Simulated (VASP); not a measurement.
The system is PtSe2.

```
Pt Se
1.0
     3.79704    0.00000    0.00000
    -1.89852    3.28833    0.00000
     0.00000    0.00000    5.16128
Pt Se
1 2
Cartesian
  0.0000 0.0000 0.0000
  1.8985 1.0961 3.8710
  0.0000 2.1922 1.2903
```

Base run:

```yaml
Program: VASP 6.6.1
Functional: BLYP
Dispersion: D3(BJ)
Potentials_or_basis: VASP PAW PBE potentials, release 64 (Pt, Se)
Cutoff: 520 eV
k_mesh: 8 × 8 × 5
Occupations: fermi-dirac, width 0.05 eV
Spin: no spin polarisation
```

Its results: band gap on the k mesh zero (bands 11 and 12 overlap by 0.23 eV); pressure -0.8 GPa; largest force 0.475 eV/Å.

Q: The run is repeated on the same cell with these changes: functional from BLYP to revPBE; further incar settings from ALGO = Normal; EDIFF = 1e-06; NBANDS = 18 to ALGO = Normal; EDIFF = 1e-07; NBANDS = 18. What comes out?

A: Band gap on the k mesh zero (bands 11 and 12 overlap by 0.26 eV); pressure -5.1 GPa; largest force 0.005 eV/Å.

Caveats: the PAW data sets were made with another functional, which shifts forces and pressure a little; spin-orbit coupling is left out, which moves the levels of the heavy elements; the cell stands under tension (at least some runs).
